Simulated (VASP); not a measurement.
# TiSi2 (Cmcm) in VASP: further runs

TiSi2 is run at these levels: PBEsol; tasks: single point.

All numbers are computed with VASP 6.6.1; they aren't measurements. Logs are shortened: lines on timing, memory, paths and dates and some standing lists are left out, and cuts for length are marked.

## 1. The cell of the first run

It takes space group Cmcm (No. 63, orthorhombic). Conventional cell: a = 3.530 Å, b = 13.519 Å, c = 3.565 Å, α = 90.00°, β = 90.00°, γ = 90.00°. Ti (site symmetry m2m) has 10 Si at 2.58 to 2.81 Å and 6 Ti at 3.31 to 3.57 Å within 3.6 Å. Within 3.2 Å of Si (site symmetry m2m) lie 6 Si at 2.38 to 3.15 Å and 6 Ti at 2.58 to 2.81 Å. Within 3.3 Å of Si (site symmetry m2m) lie 8 Si at 2.51 to 3.15 Å and 4 Ti at 2.66 to 2.67 Å.

## 2. Single point, PBEsol

The input, INCAR:

```
SYSTEM = TiSi2
  ALGO = Normal
  EDIFF = 1E-7
  ENCUT = 520
  GGA = PS
  ISIF = 2
  ISMEAR = 0
  LASPH = .TRUE.
  LCHARG = .FALSE.
  LREAL = .FALSE.
  LWAVE = .FALSE.
  NBANDS = 29
  NELM = 80
  PREC = Accurate
  SIGMA = 0.1
```

The input, KPOINTS:

```
k-points
0
G
  6 6 6
  0 0 0
```

The input, POSCAR:

```
TiSi2
1.0
    1.7651050200     -6.7592815400      0.0000000000
    1.7651050200      6.7592815400      0.0000000000
    0.0000000000      0.0000000000      3.5651739700
Ti Si
2 4
Direct
    0.8968819200      0.1031180800      0.7500000000
    0.1031180800      0.8968819200      0.2500000000
    0.5582514500      0.4417485500      0.7500000000
    0.4417485500      0.5582514500      0.2500000000
    0.2496851800      0.7503148200      0.7500000000
    0.7503148200      0.2496851800      0.2500000000
```

Potentials or basis: VASP PAW PBE potentials, release 64 (Ti_sv, Si).

The run is started by

```bash
> cat potpaw_PBE.64/Ti_sv/POTCAR potpaw_PBE.64/Si/POTCAR > POTCAR
> mpirun -np 1 vasp_std > vasp.out
```

OUTCAR:

```text
SYSTEM = TiSi2
   EDIFF = 1E-7
   ENCUT = 520
   GGA = PS
   ISIF = 2
   ISMEAR = 0
   LASPH = .TRUE.
   LREAL = .FALSE.
   NELM = 80
   PREC = Accurate

 ion  position               nearest neighbor table
   1  0.897  0.103  0.750-   4 2.58   4 2.58   4 2.58   4 2.58   5 2.66   5 2.66   6 2.67   6 2.67
                             3 2.81   3 2.81
   2  0.103  0.897  0.250-   3 2.58   3 2.58   3 2.58   3 2.58   6 2.66   6 2.66   5 2.67   5 2.67
                             4 2.81   4 2.81
   3  0.558  0.442  0.750-   4 2.38   4 2.38   2 2.58   2 2.58   2 2.58   2 2.58   1 2.81   1 2.81
                             5 3.13   5 3.13
   4  0.442  0.558  0.250-   3 2.38   3 2.38   1 2.58   1 2.58   1 2.58   1 2.58   2 2.81   2 2.81
                             6 3.13   6 3.13
   5  0.250  0.750  0.750-   6 2.51   6 2.51   6 2.51   6 2.51   1 2.66   1 2.66   2 2.67   2 2.67
                             3 3.13   3 3.13
   6  0.750  0.250  0.250-   5 2.51   5 2.51   5 2.51   5 2.51   2 2.66   2 2.66   1 2.67   1 2.67
                             4 3.13   4 3.13

  LATTYP: Found a base centered orthorhombic cell.
 ALAT       =     3.5302100400
 B/A-ratio  =     3.8293934148
 C/A-ratio  =     1.0099042067

  Lattice vectors:

 A1 = (   1.7651050200,  -6.7592815400,   0.0000000000)
 A2 = (   1.7651050200,   6.7592815400,   0.0000000000)
 A3 = (   0.0000000000,   0.0000000000,   3.5651739700)

Analysis of symmetry for initial positions (statically):
=====================================================================
 Subroutine PRICEL returns:
 Original cell was already a primitive cell.

 Routine SETGRP: Setting up the symmetry group for a
 base centered orthorhombic supercell.

 Subroutine GETGRP returns: Found  8 space group operations
 (whereof  4 operations were pure point group operations)
 out of a pool of  8 trial point group operations.

The static configuration has the point symmetry C_2h.
 The point group associated with its full space group is D_2h.

Analysis of symmetry for dynamics (positions and initial velocities):
=====================================================================
 Subroutine PRICEL returns:
 Original cell was already a primitive cell.

 Routine SETGRP: Setting up the symmetry group for a
 base centered orthorhombic supercell.

 Subroutine GETGRP returns: Found  8 space group operations
 (whereof  4 operations were pure point group operations)
 out of a pool of  8 trial point group operations.

The dynamic configuration has the point symmetry C_2h.
 The point group associated with its full space group is D_2h.

 Subroutine INISYM returns: Found  8 space group operations
 (whereof  4 operations are pure point group operations),
 and found     1 'primitive' translations

----------------------------------------------------------------------------------------

                                     Primitive cell

  volume of cell :      85.0711

  direct lattice vectors                    reciprocal lattice vectors
     1.765105020 -6.759281540  0.000000000     0.283269264 -0.073972359  0.000000000
     1.765105020  6.759281540  0.000000000     0.283269264  0.073972359  0.000000000
     0.000000000  0.000000000  3.565173970     0.000000000  0.000000000  0.280491221

  length of vectors
     6.985948945  6.985948945  3.565173970     0.292768485  0.292768485  0.280491221

  position of ions in fractional coordinates (direct lattice)
     0.896881920  0.103118080  0.750000000
     0.103118080  0.896881920  0.250000000
     0.558251450  0.441748550  0.750000000
     0.441748550  0.558251450  0.250000000
     0.249685180  0.750314820  0.750000000
     0.750314820  0.249685180  0.250000000

  ion indices of the primitive-cell ions
   primitive index   ion index
                 1           1
                 2           2
                 3           3
                 4           4
                 5           5
                 6           6

----------------------------------------------------------------------------------------

 KPOINTS: k-points

Automatic generation of k-mesh.
 Grid dimensions read from file:
 generate k-points for:    6    6    6

 Generating k-lattice:

  Cartesian coordinates                     Fractional coordinates (reciprocal lattice)
     0.047211544 -0.012328726  0.000000000     0.166666667  0.000000000  0.000000000
     0.047211544  0.012328726  0.000000000     0.000000000  0.166666667  0.000000000
     0.000000000  0.000000000  0.046748537     0.000000000  0.000000000  0.166666667

  Length of vectors
     0.048794748  0.048794748  0.046748537

  Shift w.r.t. Gamma in fractional coordinates (k-lattice)
     0.000000000  0.000000000  0.000000000

 Subroutine IBZKPT returns following result:
 ===========================================

 Found     52 irreducible k-points:

 Following reciprocal coordinates:
            Coordinates               Weight
  0.000000  0.000000  0.000000      1.000000
  0.166667  0.000000  0.000000      4.000000
  0.333333  0.000000  0.000000      4.000000
  0.500000  0.000000  0.000000      2.000000
  0.166667  0.166667  0.000000      2.000000
  0.333333  0.166667  0.000000      4.000000
[... 16 lines left out ...]
  0.333333  0.333333  0.166667      4.000000
  0.500000  0.333333  0.166667      8.000000
 [... further k-points ...]
   k-points           NKPTS =     52   k-points in BZ     NKDIM =     52   number of bands    NBANDS=     29
   number of dos      NEDOS =    301   number of ions     NIONS =      6
   total plane-waves  NPLWV =  81648
   dimension x,y,z NGX =    54 NGY =   54 NGZ =   28
   dimension x,y,z NGXF=   108 NGYF=  108 NGZF=   56
   ions per type =               2   4
   NGX,Y,Z   is equivalent  to a cutoff of  12.85, 12.85, 13.06 a.u.
   NGXF,Y,Z  is equivalent  to a cutoff of  25.70, 25.70, 26.11 a.u.
 SYSTEM =  TiSi2
   PREC   = accura    normal or accurate (medium, high low for compatibility)
   ISTART =      0    job   : 0-new  1-cont  2-samecut
   ICHARG =      2    charge: 1-file 2-atom 10-const
   ISPIN  =      1    spin polarized calculation?
   LNONCOLLINEAR =      F non collinear calculations
   LSORBIT =      F    spin-orbit coupling
   LASPH  =      T    aspherical Exc in radial PAW
   ENCUT  =  520.0 eV  38.22 Ry    6.18 a.u.  12.99 12.99  6.63*2*pi/ulx,y,z
   NELM   =     80;   NELMIN=  2; NELMDL= -5     # of ELM steps
   EDIFF  = 0.1E-06   stopping-criterion for ELM
   LREAL  =      F    real-space projection
   EDIFFG = 0.1E-05   stopping-criterion for IOM
   NSW    =      0    number of steps for IOM
   IBRION =     -1    ionic relax: 0-MD 1-quasi-New 2-CG
   NFREE  =      0    steps in history (QN), initial steepest desc. (CG)
   ISIF   =      2    stress and relaxation
   ISYM   =      2    0-nonsym 1-usesym 2-fastsym
   POTIM  = 0.5000    time-step for ionic-motion
   TEBEG  =    0.0;   TEEND  =   0.0 temperature during run
   PSTRESS=    0.0 pullay stress
   NELECT =      40.0000    total number of electrons
   NUPDOWN=      -1.0000    fix difference up-down
   EMIN   =  10.00;   EMAX   =-10.00  energy-range for DOS
   EFERMI =   0.00;   METHOD = LEGACY
   ISMEAR =     0;   SIGMA  =   0.10  broadening in eV -4-tet -1-fermi 0-gaus
   EFERMI_NEDOS =   21; number of points for ismear=-14 and -15
   IALGO  =     38    algorithm
   IMIX   =      4    mixing-type and parameters
     AMIX     =   0.40;   BMIX     =  1.00
     AMIX_MAG =   1.60;   BMIX_MAG =  1.00
  volume/ion in A,a.u.               =      14.18        95.68
  Fermi-wavevector in a.u.,A,eV,Ry     =   1.273017  2.405653 22.049227  1.620572
  Thomas-Fermi vector in A             =   2.405864
   LORBIT       =      0    0 simple, 1 ext, 2 COOP (PROOUT), +10 PAW based schemes
   GGA     = PS    functional components
   LHFCALC =     F    Hartree Fock is set to
   AEXX    =    0.0000 exact exchange contribution
   IVDW    =     0    specifies the selected vdW correction
   LEPSILON=     F    determine dielectric tensor
   LRPA    =     F    only Hartree local field effects (RPA)
 non-spin polarized calculation
 Gauss-broadening in eV      SIGMA  =   0.10
  energy-cutoff  :      520.00
  volume of cell :       85.07
 maximum number of plane-waves:      2318
 NGX is ok and might be reduce to    54
   NGX = 25   NGY = 25   NGZ = 13

 number of electron      40.0000005 magnetization

 Free energy of the ion-electron system (eV)
  ---------------------------------------------------
  ext. energy  EPLUGINS =         0.00000000
  ---------------------------------------------------
  free energy    TOTEN  =       -43.67480610 eV

  energy without entropy =      -43.66482096  energy(sigma->0) =      -43.66981353

 E-fermi :  10.4631     XC(G=0): -11.7307

 val. band max:       10.4469081891   @ k =  -0.3333   0.1667   0.0000
 cond. band min:      10.4868328543   @ k =  -0.3333   0.1667   0.1667
 fundamental gap:      0.0399246652
 Fermi energy:        10.4631309009

 k-point     1 :       0.0000    0.0000    0.0000
  band No.  band energies     occupation
      1     -46.1075      2.00000
      2     -46.0979      2.00000
      3     -22.5674      2.00000
      4     -22.5266      2.00000
      5     -22.5134      2.00000
      6     -22.5132      2.00000
[... 21 lines left out ...]
     28      13.3990      0.00000
     29      13.6101      0.00000

 k-point     2 :       0.1667    0.0000    0.0000
  band No.  band energies     occupation
      1     -46.1064      2.00000
      2     -46.0969      2.00000
      3     -22.5640      2.00000
      4     -22.5460      2.00000
      5     -22.5311      2.00000
      6     -22.5113      2.00000
[... 21 lines left out ...]
     28      13.5552      0.00000
     29      13.7365      0.00000

 k-point     3 :       0.3333    0.0000    0.0000
  band No.  band energies     occupation
      1     -46.1041      2.00000
      2     -46.0948      2.00000
      3     -22.5851      2.00000
      4     -22.5664      2.00000
      5     -22.5566      2.00000
      6     -22.5076      2.00000
[... 638 lines left out ...]
      5     -22.5517      2.00000
      6     -22.5264      2.00000
[... 21 lines left out ...]
     28      13.6253      0.00000
     29      14.3192      0.00000

 k-point    24 :       0.5000    0.3333    0.1667
  band No.  band energies     occupation
      1     -46.1047      2.00000
      2     -46.0967      2.00000
      3     -22.5575      2.00000
      4     -22.5433      2.00000
      5     -22.5314      2.00000
      6     -22.5294      2.00000
[... 21 lines left out ...]
     28      13.8543      0.00000
     29      14.1711      0.00000

 [... further k-points ...]

------------------------ aborting loop because EDIFF is reached ----------------------------------------

  FORCE on cell =-STRESS in cart. coord.  units (eV):
  Direction    XX          YY          ZZ          XY          YZ          ZX
  --------------------------------------------------------------------------------------
  -------------------------------------------------------------------------------------
  Total       -1.0338397     -1.2367920     -0.9265910      0.0000000      0.0000000      0.0000000
  in kB      -19.4707183    -23.2930012    -17.4508610      0.0000000      0.0000000      0.0000000
  external PRESSURE =     -20.0715268 kB  Pullay stress =       0.0000000 kB

 VOLUME and BASIS-vectors are now :
 -----------------------------------------------------------------------------
  energy-cutoff  :      520.00
  volume of cell :       85.07
      direct lattice vectors                 reciprocal lattice vectors
     1.765105020 -6.759281540  0.000000000     0.283269264 -0.073972359  0.000000000
     1.765105020  6.759281540  0.000000000     0.283269264  0.073972359  0.000000000
     0.000000000  0.000000000  3.565173970     0.000000000  0.000000000  0.280491221

 POSITION                                       TOTAL-FORCE (eV/Angst)
 -----------------------------------------------------------------------------------
      1.76511     -5.36527      2.67388         0.000000     -0.039079      0.000000
      1.76511      5.36527      0.89129         0.000000      0.039079     -0.000000
      1.76511     -0.78748      2.67388         0.000000     -0.228035      0.000000
      1.76511      0.78748      0.89129         0.000000      0.228035     -0.000000
      1.76511      3.38390      2.67388         0.000000      0.040193      0.000000
      1.76511     -3.38390      0.89129         0.000000     -0.040193     -0.000000
 -----------------------------------------------------------------------------------
    total drift:                                0.000000      0.000000      0.000000

  FREE ENERGIE OF THE ION-ELECTRON SYSTEM (eV)
  ---------------------------------------------------
  free  energy   TOTEN  =       -43.6748061023 eV

  energy  without entropy=      -43.6648209606  energy(sigma->0) =      -43.66981353
```

It took 2.9 min on 1 thread of Intel Xeon Platinum 8488C (Sapphire Rapids), shared host; peak memory 0.32 GiB.

What came out:

```
Free energy            : -43.6748 eV
Pressure               : -2.0 GPa
Largest force          : 0.228 eV/Å
Band gap on the k mesh : zero (bands 20 and 21 overlap by 1.02 eV)
```

Forces in eV/Å, atoms in the order of the input:
```
Ti   0.000 -0.039  0.000
Ti   0.000  0.039  0.000
Si   0.000 -0.228  0.000
Si   0.000  0.228  0.000
Si   0.000  0.040  0.000
Si   0.000 -0.040  0.000
```

Stress tensor (GPa, compression positive):
```
-1.95  0.00  0.00
 0.00 -2.33  0.00
 0.00  0.00 -1.75
```

Caveat: the PAW data sets were made with another functional, which shifts forces and pressure a little.

## 3. Single point, PBEsol

This run uses another cell than the first one, of 13.91 Å³/atom.

The input, INCAR:

```
SYSTEM = TiSi2
ALGO = Normal
EDIFF = 1E-6
ENCUT = 520
GGA = PS
ISIF = 2
ISMEAR = 0
LASPH = .TRUE.
LCHARG = .FALSE.
LREAL = .FALSE.
LWAVE = .FALSE.
NBANDS = 29
NELM = 100
PREC = Accurate
SIGMA = 0.1
```

The input, KPOINTS:

```
k-points
0
G
  10 10 10
  0 0 0
```

The input, POSCAR:

```
TiSi2
1.0
    1.7584749837     -6.6738022942      0.0000000000
    1.7584749837      6.6738022942      0.0000000000
    0.0000000000      0.0000000000      3.5555051190
Ti Si
2 4
Direct
    0.8975175634      0.1024824366      0.7500000000
    0.1024824366      0.8975175634      0.2500000000
    0.5599951694      0.4400048306      0.7500000000
    0.4400048306      0.5599951694      0.2500000000
    0.2497243707      0.7502756293      0.7500000000
    0.7502756293      0.2497243707      0.2500000000
```

Potentials or basis: VASP PAW PBE potentials, release 64 (Ti_sv, Si).

The run is started by

```bash
> cat potpaw_PBE.64/Ti_sv/POTCAR potpaw_PBE.64/Si/POTCAR > POTCAR
> mpirun -np 1 vasp_std > vasp.out
```

Run time: 10 min. Hardware: 1 thread of Intel Xeon Platinum 8488C (Sapphire Rapids), shared host; peak memory 0.53 GiB.

Results (log left out):

```yaml
Free_energy: -43.6960 eV
Pressure: 0.1 GPa
Band_gap_on_the_k_mesh: zero (bands 20 and 21 overlap by 1.01 eV)
```

Levels at points of the mesh, in eV from the Fermi level:
```
           k point  band 16  band 17  band 18  band 19  band 20  band 21  band 22  band 23  band 24  band 25
(0.00, 0.00, 0.00)    -2.52    -2.20    -2.04    -2.01     0.45     0.82     0.83     0.90     1.33     1.37
(0.50, 0.00, 0.00)    -2.53    -1.76    -1.36    -0.66    -0.58    -0.57     1.23     1.52     1.67     1.84
(0.50, 0.50, 0.00)    -2.61    -2.54    -1.90    -1.18     0.36     0.65     0.69     0.93     1.25     2.20
(0.00, 0.00, 0.50)    -2.36    -1.66    -1.66    -0.03    -0.03     1.02     1.02     1.54     1.54     1.65
(0.50, 0.00, 0.50)    -4.08    -3.16    -3.16    -2.50    -2.50     1.78     1.78     1.91     1.91     2.55
(0.50, 0.50, 0.50)    -3.40    -2.11    -2.11    -0.89    -0.89     0.55     0.55     1.68     1.68     2.49
```

Caveat: the PAW data sets were made with another functional, which shifts forces and pressure a little.

The gap in the log of VASP goes by the Fermi energy; the results here count the filled bands.